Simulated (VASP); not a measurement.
A run of VASP 6.6.1:

File INCAR:

```
PREC = Accurate ; ENCUT = 520
EDIFF = 1E-6 ; ISMEAR = -1
SIGMA = 0.05 ; LREAL = False
LASPH = True ; NELM = 60
ALGO = Normal ; ISIF = 2
LWAVE = False ; LCHARG = False
GGA = PS ; NBANDS = 11
```

The input KPOINTS:

```
regular mesh
0
Gamma
  14 14 14
```

File POSCAR:

```
BAs
1.0
    0.0000000000      2.3837963649      2.3837963649
    2.3837963649      0.0000000000      2.3837963649
    2.3837963649      2.3837963649      0.0000000000
B As
1 1
Direct
    0.0000000000      0.0000000000      0.0000000000
    0.2500000000      0.2500000000      0.2500000000
```

Potentials or basis: VASP PAW PBE potentials, release 64 (B, As).

Run with:

```bash
$ cat potpaw_PBE.64/B/POTCAR potpaw_PBE.64/As/POTCAR > POTCAR
$ mpirun -np 1 vasp_std > vasp.out
```

Hardware: 1 thread of Intel(R) Xeon(R) Platinum 8488C (Sapphire Rapids), with other jobs on the host.

Question: How long does it take, and how much memory?

Answer: Wall time 19 s on 1 thread of Intel(R) Xeon(R) Platinum 8488C (Sapphire Rapids), on a shared host, peak memory 0.18 GiB. Counts: scf iterations 12, k points 104.
